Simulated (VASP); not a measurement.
# ZnSnP2 (I-42d) in VASP: single point with PBEsol

Aim: the single point of ZnSnP2 with PBEsol.

Everything below comes from runs of VASP 6.6.1. Logs are shortened: lines on timing, memory, paths and dates and some standing lists are left out, and cuts for length are marked.

## 1. The cell of the first run

The structure is tetragonal, space group I-42d (No. 122). The conventional cell has a = 5.621 Å, b = 5.621 Å, c = 11.282 Å, α = 90.00°, β = 90.00°, γ = 90.00°. Zn (site symmetry -4) has 4 P at 2.36 Å within 3.1 Å. Sn (site symmetry -4) has 4 P at 2.52 Å within 3.3 Å. Within 3.1 Å of P (site symmetry 2) lie 2 Zn at 2.36 Å and 2 Sn at 2.52 Å.

## 2. Single point, PBEsol

Contents of INCAR:

```
SYSTEM = ZnSnP2
PREC     = Accurate       ! precision mode
ENCUT    = 500            ! plane-wave cutoff, eV
EDIFF    = 1E-6           ! SCF threshold, eV
ISMEAR   = 0              ! smearing method
SIGMA    = 0.02           ! smearing width, eV
LREAL    = .False.        ! projectors in reciprocal space
LASPH    = .True.         ! aspherical terms in the spheres
NELM     = 120            ! most SCF steps
ALGO     = Normal         ! electronic algorithm
ISIF     = 2              ! what is computed and relaxed
LWAVE    = .False.        ! write WAVECAR
LCHARG   = .True.         ! write CHGCAR
GGA      = PS             ! functional
LELF     = .True.         ! ELF
LVHAR    = .True.       
NBANDS   = 46             ! bands
GGA_COMPAT= .False.
```

Contents of KPOINTS:

```
Automatic mesh
0
Gamma
  8 8 8
  0 0 0
```

Contents of POSCAR:

```
ZnSnP2
1.0
   -2.8107156460      2.8107156460      5.6411332436
    2.8107156460     -2.8107156460      5.6411332436
    2.8107156460      2.8107156460     -5.6411332436
Zn Sn P
2 2 4
Direct
    0.7500000000      0.2500000000      0.5000000000
    0.0000000000      0.0000000000      0.0000000000
    0.2500000000      0.7500000000      0.5000000000
    0.5000000000      0.5000000000      0.0000000000
    0.3750000000      0.3504865994      0.4754865994
    0.6495134006      0.1250000000      0.0245134006
    0.1004865994      0.6250000000      0.9754865994
    0.8750000000      0.8995134006      0.5245134006
```

Potentials or basis: VASP PAW PBE potentials, release 64 (Zn, Sn_d, P).

Launch:

```bash
$ cat potpaw_PBE.64/Zn/POTCAR potpaw_PBE.64/Sn_d/POTCAR potpaw_PBE.64/P/POTCAR > POTCAR
$ mpirun -np 1 vasp_std > vasp.out
```

OUTCAR:

```text
SYSTEM = ZnSnP2
   PREC = Accurate
   ENCUT = 500
   EDIFF = 1E-6
   ISMEAR = 0
   LREAL = .False.
   LASPH = .True.
   NELM = 120
   ISIF = 2
   GGA = PS

 ion  position               nearest neighbor table
   1  0.750  0.250  0.500-   5 2.36   6 2.36   7 2.36   8 2.36
   2  0.000  0.000  0.000-   5 2.36   6 2.36   7 2.36   8 2.36
   3  0.250  0.750  0.500-   6 2.52   5 2.52   8 2.52   7 2.52
   4  0.500  0.500  0.000-   8 2.52   6 2.52   7 2.52   5 2.52
   5  0.375  0.350  0.475-   1 2.36   2 2.36   3 2.52   4 2.52
   6  0.650  0.125  0.025-   1 2.36   2 2.36   4 2.52   3 2.52
   7  0.100  0.625  0.975-   1 2.36   2 2.36   4 2.52   3 2.52
   8  0.875  0.900  0.525-   1 2.36   2 2.36   3 2.52   4 2.52

  LATTYP: Found a body centered tetragonal cell.
 ALAT       =     5.6214312920
 C/A-ratio  =     2.0070095855

  Lattice vectors:

 A1 = (  -2.8107156460,   2.8107156460,   5.6411332436)
 A2 = (   2.8107156460,  -2.8107156460,   5.6411332436)
 A3 = (   2.8107156460,   2.8107156460,  -5.6411332436)

Analysis of symmetry for initial positions (statically):
=====================================================================
 Subroutine PRICEL returns:
 Original cell was already a primitive cell.

 Routine SETGRP: Setting up the symmetry group for a
 body centered tetragonal supercell.

 Subroutine GETGRP returns: Found  8 space group operations
 (whereof  4 operations were pure point group operations)
 out of a pool of 16 trial point group operations.

The static configuration has the point symmetry S_4 .
 The point group associated with its full space group is D_2d.

Analysis of symmetry for dynamics (positions and initial velocities):
=====================================================================
 Subroutine PRICEL returns:
 Original cell was already a primitive cell.

 Routine SETGRP: Setting up the symmetry group for a
 body centered tetragonal supercell.

 Subroutine GETGRP returns: Found  8 space group operations
 (whereof  4 operations were pure point group operations)
 out of a pool of 16 trial point group operations.

The dynamic configuration has the point symmetry S_4 .
 The point group associated with its full space group is D_2d.

 Subroutine INISYM returns: Found  8 space group operations
 (whereof  4 operations are pure point group operations),
 and found     1 'primitive' translations

----------------------------------------------------------------------------------------

                                     Primitive cell

  volume of cell :     178.2626

  direct lattice vectors                    reciprocal lattice vectors
    -2.810715646  2.810715646  5.641133244     0.000000000  0.177890638  0.088634673
     2.810715646 -2.810715646  5.641133244     0.177890638  0.000000000  0.088634673
     2.810715646  2.810715646 -5.641133244     0.177890638  0.177890638  0.000000000

  length of vectors
     6.900915096  6.900915096  6.900915096     0.198749049  0.198749049  0.251575353

  position of ions in fractional coordinates (direct lattice)
     0.750000000  0.250000000  0.500000000
     0.000000000  0.000000000  0.000000000
     0.250000000  0.750000000  0.500000000
     0.500000000  0.500000000  0.000000000
     0.375000000  0.350486599  0.475486599
     0.649513401  0.125000000  0.024513401
     0.100486599  0.625000000  0.975486599
     0.875000000  0.899513401  0.524513401

  ion indices of the primitive-cell ions
   primitive index   ion index
                 1           1
                 2           2
                 3           3
                 4           4
                 5           5
                 6           6
                 7           7
                 8           8

----------------------------------------------------------------------------------------

 KPOINTS: Automatic mesh

Automatic generation of k-mesh.
 Grid dimensions read from file:
 generate k-points for:    8    8    8

 Generating k-lattice:

  Cartesian coordinates                     Fractional coordinates (reciprocal lattice)
     0.000000000  0.022236330  0.011079334     0.125000000  0.000000000  0.000000000
     0.022236330  0.000000000  0.011079334     0.000000000  0.125000000  0.000000000
     0.022236330  0.022236330  0.000000000     0.000000000  0.000000000  0.125000000

  Length of vectors
     0.024843631  0.024843631  0.031446919

  Shift w.r.t. Gamma in fractional coordinates (k-lattice)
     0.000000000  0.000000000  0.000000000

 Subroutine IBZKPT returns following result:
 ===========================================

 Found     59 irreducible k-points:

 Following reciprocal coordinates:
            Coordinates               Weight
  0.000000  0.000000  0.000000      1.000000
  0.125000 -0.000000  0.000000      8.000000
  0.250000 -0.000000  0.000000      8.000000
  0.375000 -0.000000  0.000000      8.000000
  0.500000 -0.000000  0.000000      4.000000
  0.125000  0.125000  0.000000      8.000000
[... 16 lines left out ...]
  0.250000  0.125000  0.125000     16.000000
  0.375000  0.125000  0.125000      8.000000
 [... further k-points ...]
   k-points           NKPTS =     59   k-points in BZ     NKDIM =     59   number of bands    NBANDS=     46
   number of dos      NEDOS =    301   number of ions     NIONS =      8
   total plane-waves  NPLWV = 125000
   dimension x,y,z NGX =    50 NGY =   50 NGZ =   50
   dimension x,y,z NGXF=   100 NGYF=  100 NGZF=  100
   ions per type =               2   2   4
   NGX,Y,Z   is equivalent  to a cutoff of  12.05, 12.05, 12.05 a.u.
   NGXF,Y,Z  is equivalent  to a cutoff of  24.09, 24.09, 24.09 a.u.
 SYSTEM =  ZnSnP2
   PREC   = accura    normal or accurate (medium, high low for compatibility)
   ISTART =      0    job   : 0-new  1-cont  2-samecut
   ICHARG =      2    charge: 1-file 2-atom 10-const
   ISPIN  =      1    spin polarized calculation?
   LNONCOLLINEAR =      F non collinear calculations
   LSORBIT =      F    spin-orbit coupling
   LASPH  =      T    aspherical Exc in radial PAW
   ENCUT  =  500.0 eV  36.75 Ry    6.06 a.u.  12.58 12.58 12.58*2*pi/ulx,y,z
   NELM   =    120;   NELMIN=  2; NELMDL= -5     # of ELM steps
   EDIFF  = 0.1E-05   stopping-criterion for ELM
   LREAL  =      F    real-space projection
   EDIFFG = 0.1E-04   stopping-criterion for IOM
   NSW    =      0    number of steps for IOM
   IBRION =     -1    ionic relax: 0-MD 1-quasi-New 2-CG
   NFREE  =      0    steps in history (QN), initial steepest desc. (CG)
   ISIF   =      2    stress and relaxation
   ISYM   =      2    0-nonsym 1-usesym 2-fastsym
   POTIM  = 0.5000    time-step for ionic-motion
   TEBEG  =    0.0;   TEEND  =   0.0 temperature during run
   PSTRESS=    0.0 pullay stress
   NELECT =      72.0000    total number of electrons
   NUPDOWN=      -1.0000    fix difference up-down
   EMIN   =  10.00;   EMAX   =-10.00  energy-range for DOS
   EFERMI =   0.00;   METHOD = LEGACY
   ISMEAR =     0;   SIGMA  =   0.02  broadening in eV -4-tet -1-fermi 0-gaus
   EFERMI_NEDOS =   21; number of points for ismear=-14 and -15
   IALGO  =     38    algorithm
   IMIX   =      4    mixing-type and parameters
     AMIX     =   0.40;   BMIX     =  1.00
     AMIX_MAG =   1.60;   BMIX_MAG =  1.00
  volume/ion in A,a.u.               =      22.28       150.37
  Fermi-wavevector in a.u.,A,eV,Ry     =   1.210131  2.286815 19.924593  1.464416
  Thomas-Fermi vector in A             =   2.345687
   LORBIT       =      0    0 simple, 1 ext, 2 COOP (PROOUT), +10 PAW based schemes
   GGA     = PS    functional components
   LHFCALC =     F    Hartree Fock is set to
   AEXX    =    0.0000 exact exchange contribution
   IVDW    =     0    specifies the selected vdW correction
   LEPSILON=     F    determine dielectric tensor
   LRPA    =     F    only Hartree local field effects (RPA)
 non-spin polarized calculation
 Gauss-broadening in eV      SIGMA  =   0.02
  energy-cutoff  :      500.00
  volume of cell :      178.26
 maximum number of plane-waves:      4570
   NGX = 25   NGY = 25   NGZ = 25

 number of electron      71.9999981 magnetization

 Free energy of the ion-electron system (eV)
  ---------------------------------------------------
  ext. energy  EPLUGINS =         0.00000000
  ---------------------------------------------------
  free energy    TOTEN  =       -36.15387472 eV

  energy without entropy =      -36.15387472  energy(sigma->0) =      -36.15387472

 E-fermi :   4.9082     XC(G=0):  -9.7947

 val. band max:        4.7520386252   @ k =   0.0000   0.0000   0.0000
 cond. band min:       5.5601674005   @ k =   0.0000   0.0000   0.0000
 fundamental gap:      0.8081287753
 Fermi energy:         4.9081571204

 k-point     1 :       0.0000    0.0000    0.0000
  band No.  band energies     occupation
      1     -16.7730      2.00000
      2     -16.7730      2.00000
      3     -16.7730      2.00000
      4     -16.7525      2.00000
      5     -16.7411      2.00000
      6     -16.7411      2.00000
[... 38 lines left out ...]
     45       9.5033      0.00000
     46       9.5735      0.00000

 k-point     2 :       0.1250   -0.0000    0.0000
  band No.  band energies     occupation
      1     -16.7747      2.00000
      2     -16.7724      2.00000
      3     -16.7716      2.00000
      4     -16.7530      2.00000
      5     -16.7423      2.00000
      6     -16.7403      2.00000
[... 38 lines left out ...]
     45       9.3126      0.00000
     46       9.6870      0.00000

 k-point     3 :       0.2500   -0.0000    0.0000
  band No.  band energies     occupation
      1     -16.7761      2.00000
      2     -16.7713      2.00000
      3     -16.7699      2.00000
      4     -16.7538      2.00000
      5     -16.7456      2.00000
      6     -16.7388      2.00000
[... 1018 lines left out ...]
     45       9.8637      0.00000
     46      10.1689      0.00000

 k-point    24 :       0.3750    0.1250    0.1250
  band No.  band energies     occupation
      1     -16.7746      2.00000
      2     -16.7714      2.00000
      3     -16.7649      2.00000
      4     -16.7532      2.00000
      5     -16.7525      2.00000
      6     -16.7427      2.00000
[... 38 lines left out ...]
     45       9.9965      0.00000
     46      10.0782      0.00000

 [... further k-points ...]

------------------------ aborting loop because EDIFF is reached ----------------------------------------

  FORCE on cell =-STRESS in cart. coord.  units (eV):
  Direction    XX          YY          ZZ          XY          YZ          ZX
  --------------------------------------------------------------------------------------
  -------------------------------------------------------------------------------------
  Total        0.0603984      0.0603984      0.0703777      0.0000000     -0.0000000      0.0000000
  in kB        0.5428454      0.5428454      0.6325366      0.0000000     -0.0000000      0.0000000
  external PRESSURE =       0.5727425 kB  Pullay stress =       0.0000000 kB

 VOLUME and BASIS-vectors are now :
 -----------------------------------------------------------------------------
  energy-cutoff  :      500.00
  volume of cell :      178.26
      direct lattice vectors                 reciprocal lattice vectors
    -2.810715646  2.810715646  5.641133244     0.000000000  0.177890638  0.088634673
     2.810715646 -2.810715646  5.641133244     0.177890638  0.000000000  0.088634673
     2.810715646  2.810715646 -5.641133244     0.177890638  0.177890638  0.000000000

 POSITION                                       TOTAL-FORCE (eV/Angst)
 -----------------------------------------------------------------------------------
      0.00000      2.81072      2.82057         0.000000      0.000000      0.000000
      0.00000      0.00000      0.00000         0.000000      0.000000      0.000000
      2.81072      0.00000      2.82057         0.000000      0.000000     -0.000000
      0.00000      0.00000      5.64113         0.000000      0.000000     -0.000000
      1.26756      1.40536      1.41028         0.026560      0.000000     -0.000000
     -1.40536      1.54316      4.23085         0.000000     -0.026560      0.000000
      4.21607      1.26756     -1.41028         0.000000      0.026560     -0.000000
      1.54316      1.40536      7.05142        -0.026560     -0.000000      0.000000
 -----------------------------------------------------------------------------------
    total drift:                               -0.000005     -0.000005     -0.000007

  FREE ENERGIE OF THE ION-ELECTRON SYSTEM (eV)
  ---------------------------------------------------
  free  energy   TOTEN  =       -36.1538747250 eV

  energy  without entropy=      -36.1538747250  energy(sigma->0) =      -36.15387472
```

Run time: 9.6 min. Hardware: 1 thread of Intel Xeon Platinum 8259CL at 2.50GHz (Skylake/Cascade Lake), shared host; peak memory 0.6 GiB.

What came out:

| Property | Result |
| --- | --- |
| Free energy | -36.1539 eV |
| Pressure | 0.1 GPa |
| Largest force | 0.027 eV/Å |
| Band gap on the k mesh | 0.81 eV |

Forces in eV/Å, atoms in the order of the input:
```
Zn   0.000  0.000  0.000
Zn   0.000  0.000  0.000
Sn   0.000  0.000  0.000
Sn   0.000  0.000  0.000
P    0.027  0.000  0.000
P    0.000 -0.027  0.000
P    0.000  0.027  0.000
P   -0.027  0.000  0.000
```

Caveat: the PAW data sets were made with another functional, which shifts forces and pressure a little; spin-orbit coupling is left out, which moves the levels of the heavy elements. A k mesh can miss the band edges.
